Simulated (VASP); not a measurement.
Write the native input for VASP 6.6.1 that does the following.

| Quantity | Value |
| --- | --- |
| Task | single point |
| Functional | LDA |
| Potentials or basis | VASP PAW LDA potentials, release 64 (Li_sv, Cl) |
| Cutoff | 520 eV |
| k mesh | 2 × 2 × 1 |
| Occupations | gaussian, width 0.01 eV |
| Spin | no spin polarisation |
| Dipole correction | no |
| Further INCAR settings | ALGO = Normal; EDIFF = 1e-06; NBANDS = 18 |

The structure of LiCl lies in POSCAR:

```
LiCl
1.0
    3.9248820000      0.0000000000      0.0000000000
   -1.9624410000      3.3990480000      0.0000000000
    0.0000000000      0.0000000000      6.3571610000
Li Cl
2 2
Direct
    0.6666666667      0.3333333333      0.8760170000
    0.3333333333      0.6666666667      0.3760170000
    0.6666666667      0.3333333333      0.4989840000
    0.3333333333      0.6666666667      0.9989840000
```

These files were run (other wordings do the same):

INCAR

```
SYSTEM = LiCl
ALGO     = Normal         ! electronic algorithm
EDIFF    = 1E-6           ! SCF threshold, eV
ENCUT    = 520            ! plane-wave cutoff, eV
GGA      = CA             ! functional
ISIF     = 2              ! what is computed and relaxed
ISMEAR   = 0              ! smearing method
LASPH    = .TRUE.         ! aspherical terms in the spheres
LCHARG   = .TRUE.         ! write CHGCAR
LELF     = .TRUE.         ! ELF
LREAL    = .FALSE.        ! projectors in reciprocal space
LVHAR    = .TRUE.       
LWAVE    = .FALSE.        ! write WAVECAR
NBANDS   = 18             ! bands
NELM     = 100            ! most SCF steps
PREC     = Accurate       ! precision mode
SIGMA    = 0.01           ! smearing width, eV
```

KPOINTS

```
k-points
0
G
  2 2 1
  0 0 0
```

Potentials or basis: VASP PAW LDA potentials, release 64 (Li_sv, Cl).

Run with:

```console
$ cat potpaw_LDA.64/Li_sv/POTCAR potpaw_LDA.64/Cl/POTCAR > POTCAR
$ mpirun -np 1 vasp_std > vasp.out
```

Results of the run:

```json
{
  "Largest force": "0.122 eV/Å",
  "Band gap on the k mesh": "5.49 eV, direct"
}
```

Caveat: the k points lie up to 0.99 Å⁻¹ apart.

It took 5.5 s on 1 thread of AMD EPYC 7R13 Processor (Zen 3) (shared host), peak memory 0.12 GiB.
